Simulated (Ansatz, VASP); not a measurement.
# Na in VASP and in Ansatz

```xyz
1
Lattice="0.0000 2.5046 2.5046 2.5046 0.0000 2.5046 2.5046 2.5046 0.0000" Properties=species:S:1:pos:R:3 pbc="T T T"
Na    0.0000    0.0000    0.0000
```

Change from the starting cell: volume scaled by 0.85, PAW files.

Alike in both runs: task single point; functional PBE; k mesh 14 × 14 × 14; occupations fermi-dirac, width 0.1 eV; no spin polarisation.

```csv
,VASP,Ansatz
version,VASP 6.6.1,Ansatz 0.2.0
potentials or method,"VASP PAW PBE potentials, release 64 (Na_pv)","PAW with Ansatz's default frozen-core files, scalar-relativistic"
plane-wave cutoff (eV),520,420
valence electrons in the cell,7,9
```

```csv
,VASP,Ansatz,Ansatz less VASP
pressure (GPa),1.7,1.7,+0.04
```

The functional is the same, so the differences come from potentials, cutoffs and numerics. VASP's potentials hold 7 valence electrons a cell and Ansatz's 9, so a difference there can come from the potentials and not from the codes.
